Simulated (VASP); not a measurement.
Runs of VASP 6.6.1 on TiB2. The structure is that of space group P6/mmm (No. 191), or close to it. The cells are those of the table. 

| task | cell | cutoff (eV) | gap on the mesh (eV) | pressure (GPa) |
| --- | --- | --- | --- | --- |
| single point | a = 2.995, b = 2.995, c = 3.152 Å, angles 90.0, 90.0, 120.0°, 3 atoms | 520 | none | 7.3 |
| relaxation of cell and atoms | relaxed to 2 GPa from a = 3.017, b = 3.017, c = 3.185 Å, angles 90.0, 90.0, 120.0°, 3 atoms | 600 | none | 2.0 |
| single point | a = 2.972, b = 2.972, c = 3.118 Å, angles 90.0, 90.0, 120.0°, 3 atoms | 520 | none | (a) |
| single point | a = 3.017, b = 3.017, c = 3.185 Å, angles 90.0, 90.0, 120.0°, 3 atoms | 520 | none | 0.4 |

Alike in all rows: level PBEsol; potentials or basis VASP PAW PBE potentials, release 64 (Ti_sv, B); no spin polarisation; k mesh 16 × 16 × 14; smearing fermi-dirac 0.05 eV.

**Question.** Fill in the values left out.

**Answer.** (a) 15.4.

Caveats: the PAW data sets were made with another functional, which shifts forces and pressure a little; the cell stands under pressure (at least some runs); the cell is relaxed towards a set pressure, so the run minimises the enthalpy, not the energy (at least some runs).

A gap of «none» marks levels without a gap at the run's occupations.
